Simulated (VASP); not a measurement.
# Si2Ni (P-3m1) in VASP: further runs, part 2 of 2

VASP 6.6.1.

### Step 3. Single point, PBEsol (the distance across one plane changed)

Contents of INCAR:

```
SYSTEM = Si2Ni
PREC = Accurate
ENCUT = 520
EDIFF = 1E-6
ISMEAR = 0
SIGMA = 0.15
LREAL = .FALSE.
LASPH = .TRUE.
NELM = 100
ALGO = Fast
ISIF = 2
LWAVE = .FALSE.
LCHARG = .FALSE.
GGA = PS
NBANDS = 37
```

Contents of KPOINTS:

```
regular mesh
0
G
  14 14 5
  0 0 0
```

Contents of POSCAR:

```
Si2Ni
1.0
    2.6957048481     -2.6957048481      0.0000000000
    2.6957048481      0.0000000000     -2.6957048481
    7.1234605039      7.1234605039      7.1234605039
Si Ni
6 3
Direct
    0.6666666667      0.6666666667      0.3153678696
    1.0000000000      0.0000000000      0.0630836653
    0.3333333333      0.3333333333      0.5676520740
    0.6666666667      0.6666666667      0.6937941762
    1.0000000000      0.0000000000      0.4415099718
    0.3333333333      0.3333333333      0.1892257675
    0.3333333333      0.3333333333      0.3784389207
    0.6666666667      0.6666666667      0.1261547164
    1.0000000000      0.0000000000      0.6307231251
```

Potentials or basis: VASP PAW PBE potentials, release 64 (Si, Ni).

Launch:

```
cat potpaw_PBE.64/Si/POTCAR potpaw_PBE.64/Ni/POTCAR > POTCAR
mpirun -np 1 vasp_std > vasp.out
```

OUTCAR:

```text
SYSTEM = Si2Ni
   PREC = Accurate
   ENCUT = 520
   EDIFF = 1E-6
   ISMEAR = 0
   LREAL = .FALSE.
   LASPH = .TRUE.
   NELM = 100
   ISIF = 2
   GGA = PS

 ion  position               nearest neighbor table
   1  0.667  0.667  0.315-   8 2.33   7 2.33   7 2.33   7 2.33   6 2.70   6 2.70   6 2.70   5 2.70
                             5 2.70   5 2.70
   2  0.000  0.000  0.063-   8 2.33   8 2.33   8 2.33   6 2.70   6 2.70   6 2.70
   3  0.333  0.333  0.568-   9 2.33   9 2.33   9 2.33   7 2.33   5 2.70   4 2.70   4 2.70   5 2.70
                             5 2.70   4 2.70
   4  0.667  0.667  0.694-   9 2.33   9 2.33   9 2.33   3 2.70   3 2.70   3 2.70
   5  0.000  0.000  0.442-   7 2.33   7 2.33   7 2.33   9 2.33   1 2.70   3 2.70   3 2.70   1 2.70
[... 1186 lines left out ...]
  external PRESSURE =     -41.1244878 kB  Pullay stress =       0.0000000 kB

 VOLUME and BASIS-vectors are now :
 -----------------------------------------------------------------------------
  energy-cutoff  :      520.00
  volume of cell :      155.29
      direct lattice vectors                 reciprocal lattice vectors
     2.695704848 -2.695704848  0.000000000     0.123653498 -0.247306995  0.123653498
     2.695704848  0.000000000 -2.695704848     0.123653498  0.123653498 -0.247306995
     7.123460504  7.123460504  7.123460504     0.046793736  0.046793736  0.046793736

 POSITION                                       TOTAL-FORCE (eV/Angst)
 -----------------------------------------------------------------------------------
      5.84078      0.44937      0.44937        -0.224516     -0.224516     -0.224516
      0.44937      0.44937      0.44937         0.338835      0.338835      0.338835
      5.84078      3.14508      3.14508         0.343125      0.343125      0.343125
      8.53649      3.14508      3.14508        -0.338835     -0.338835     -0.338835
      3.14508      3.14508      3.14508         0.224516      0.224516      0.224516
      3.14508      0.44937      0.44937        -0.343125     -0.343125     -0.343125
      4.49293      1.79723      1.79723         0.000000     -0.000000     -0.000000
      4.49293     -0.89848     -0.89848         0.091390      0.091390      0.091390
      4.49293      4.49293      4.49293        -0.091390     -0.091390     -0.091390
 -----------------------------------------------------------------------------------
    total drift:                               -0.000034     -0.000034     -0.000034

  FREE ENERGIE OF THE ION-ELECTRON SYSTEM (eV)
  ---------------------------------------------------
  free  energy   TOTEN  =       -54.9743944079 eV

  energy  without entropy=      -54.9305618357  energy(sigma->0) =      -54.95247812
```

OSZICAR:

```text
N       E                     dE             d eps       ncg     rms          rms(c)
DAV:   1     0.331189772305E+03    0.33119E+03   -0.22219E+04  7696   0.144E+03
DAV:   2    -0.301838268453E+02   -0.36137E+03   -0.34614E+03  7781   0.321E+02
DAV:   3    -0.605123212995E+02   -0.30328E+02   -0.29244E+02  9202   0.110E+02
[... 10 lines left out ...]
RMM:  14    -0.549741177512E+02   -0.43084E-03   -0.38297E-03 10039   0.418E-01    0.172E-01
RMM:  15    -0.549743524674E+02   -0.23472E-03   -0.15347E-03  9203   0.244E-01    0.753E-02
RMM:  16    -0.549743627751E+02   -0.10308E-04   -0.51845E-04  9523   0.168E-01    0.234E-02
RMM:  17    -0.549743932325E+02   -0.30457E-04   -0.32182E-04 11431   0.741E-02    0.208E-02
RMM:  18    -0.549743944180E+02   -0.11855E-05   -0.82433E-06  8470   0.137E-02    0.216E-02
RMM:  19    -0.549743944079E+02    0.10048E-07   -0.10892E-06  5796   0.693E-03
   1 F= -.54974394E+02 E0= -.54952478E+02  d E =-.438326E-01
```

stdout:

```text
POSCAR found type information on POSCAR SiNi
 POSCAR found :  2 types and       9 ions
 scaLAPACK will be used
 -----------------------------------------------------------------------------
|                                                                             |
|                                                                             |
|     You enforced a specific xc type in the INCAR file but a different       |
|     I HOPE YOU KNOW WHAT YOU ARE DOING!                                     |
|                                                                             |
 -----------------------------------------------------------------------------

 LDA part: xc-table for (Slater+PW92), standard interpolation
 POSCAR, INCAR and KPOINTS ok, starting setup
 FFT: planning ... GRIDC
 FFT: planning ... GRID_SOFT
 FFT: planning ... GRID
 WAVECAR not read
 entering main loop
```

Wall time 21 min (1 thread of Oxide Virtual Turin-like, shared host); peak memory 0.54 GiB.

What came out:

```yaml
Free_energy: -54.9744 eV
Pressure: -4.1 GPa
Largest_force: 0.594 eV/Å
Band_gap_on_the_k_mesh: zero (bands 27 and 28 overlap by 1.88 eV)
```

Forces in eV/Å, atoms in the order of the input:
```
Si  -0.225 -0.225 -0.225
Si   0.339  0.339  0.339
Si   0.343  0.343  0.343
Si  -0.339 -0.339 -0.339
Si   0.225  0.225  0.225
Si  -0.343 -0.343 -0.343
Ni   0.000  0.000  0.000
Ni   0.091  0.091  0.091
Ni  -0.091 -0.091 -0.091
```

Stress tensor (GPa, compression positive):
```
-4.11  0.45  0.45
 0.45 -4.11  0.45
 0.45  0.45 -4.11
```

Caveat: the cell differs from its parent crystal (the distance across one plane changed); the cell stands under tension; the PAW data sets were made with another functional, which shifts forces and pressure a little. Spin polarisation is off, so any magnetic state and its effect on volume and gap are missing.

### Step 4. Single point, PBEsol (the distance across one plane changed)

Edit INCAR of step 3 so:

```diff
@@ -3,3 +3,3 @@
 ENCUT = 520
-EDIFF = 1E-6
+EDIFF = 1E-7
 ISMEAR = 0
@@ -8,3 +8,3 @@
 LASPH = .TRUE.
-NELM = 100
+NELM = 60
 ALGO = Fast
```

KPOINTS is that of step 3.

Contents of POSCAR:

```
Si2Ni
1.0
    2.6957048481     -2.6957048481      0.0000000000
    2.6957048481      0.0000000000     -2.6957048481
    7.9894859077      7.9894859077      7.9894859077
Si Ni
6 3
Direct
    0.6666666667      0.6666666667      0.2811833689
    1.0000000000      0.0000000000      0.0562456713
    0.3333333333      0.3333333333      0.5061210666
    0.6666666667      0.6666666667      0.6185899154
    1.0000000000      0.0000000000      0.3936522178
    0.3333333333      0.3333333333      0.1687145201
    0.3333333333      0.3333333333      0.3374177934
    0.6666666667      0.6666666667      0.1124800957
    1.0000000000      0.0000000000      0.5623554910
```

Launch:

```
cat potpaw_PBE.64/Si/POTCAR potpaw_PBE.64/Ni/POTCAR > POTCAR
mpirun -np 1 vasp_std > vasp.out
```

Run time: 24 min. Hardware: 1 thread of Oxide Virtual Turin-like, shared host; peak memory 0.6 GiB.

The run converged. Its results:

- Free energy: -54.9481 eV
- Pressure: -3.4 GPa
- Largest force: 0.647 eV/Å
- Band gap on the k mesh: zero (bands 27 and 28 overlap by 1.66 eV)

Forces on the atoms (eV/Å):
```
Si  -0.222 -0.222 -0.222
Si   0.373  0.373  0.373
Si   0.344  0.344  0.344
Si  -0.373 -0.373 -0.373
Si   0.222  0.222  0.222
Si  -0.344 -0.344 -0.344
Ni   0.000  0.000  0.000
Ni   0.087  0.087  0.087
Ni  -0.087 -0.087 -0.087
```

Stress tensor (GPa, compression positive):
```
-3.36  0.46  0.46
 0.46 -3.36  0.46
 0.46  0.46 -3.36
```

Levels at points of the mesh, in eV from the Fermi level:
```tsv
k point	band 23	band 24	band 25	band 26	band 27	band 28	band 29	band 30	band 31	band 32
(0.00, 0.00, 0.00)	-0.67	0.62	0.62	0.85	1.00	1.83	1.92	1.92	2.14	2.22
(0.50, 0.00, 0.00)	-2.60	-2.25	-1.91	-1.56	-1.56	-0.03	0.18	0.57	1.19	2.28
```

Caveat: the cell differs from its parent crystal (the distance across one plane changed); the cell stands under tension; the PAW data sets were made with another functional, which shifts forces and pressure a little.

### Step 5. The runs side by side

```csv
cell,gap on the mesh (eV),pressure (GPa),largest force (eV/Å)
"a = 3.812, b = 3.812, c = 15.338 Å, angles 90.0, 90.0, 60.0°, 9 atoms",none,-3.0,0.65
"a = 3.812, b = 3.812, c = 12.338 Å, angles 90.0, 90.0, 60.0°, 9 atoms",none,-4.1,0.59
"a = 3.812, b = 3.812, c = 13.838 Å, angles 90.0, 90.0, 60.0°, 9 atoms",none,-3.4,0.65
```

Alike in all rows: task single point; level PBEsol; potentials or basis VASP PAW PBE potentials, release 64 (Si, Ni); no spin polarisation; k mesh 14 × 14 × 5; cutoff (eV) 520; smearing gaussian 0.15 eV.

Caveats: the cell stands under tension; the PAW data sets were made with another functional, which shifts forces and pressure a little.

Absolute energies hang on the potentials; compare differences alone.
